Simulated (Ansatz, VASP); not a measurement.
PtS2: VASP beside Ansatz

```xyz
3
Lattice="3.6868 0.0000 0.0000 -1.8434 3.1928 0.0000 0.0000 0.0000 6.1141" Properties=species:S:1:pos:R:3 pbc="T T T"
Pt    0.0000    0.0000    0.0000
S     0.0000    2.1286    1.1553
S     1.8434    1.0643    4.9589
```

Alike in both runs: task relaxation of the atoms; functional PBE; k mesh 12 × 12 × 6; occupations gaussian, width 0.05 eV; no spin polarisation.

|  | VASP | Ansatz |
| --- | --- | --- |
| version | VASP 6.6.1 | Ansatz 0.2.0 |
| potentials or method | VASP PAW PBE potentials, release 64 (Pt, S), cutoff 520 eV | scalar-relativistic, plane waves, PAW |
| valence electrons in the cell | 22 | 30 |

|  | VASP | Ansatz | Ansatz less VASP |
| --- | --- | --- | --- |
| gap on the k mesh at the Fermi level, each at its own relaxed structure (eV) | 1.19 | 1.19 | -0.001 |

VASP's potentials hold 22 valence electrons a cell and Ansatz's 30, so a difference there can come from the potentials and not from the codes. Ansatz's warnings: stress scf threshold loose.

Neither program's run includes spin-orbit coupling.
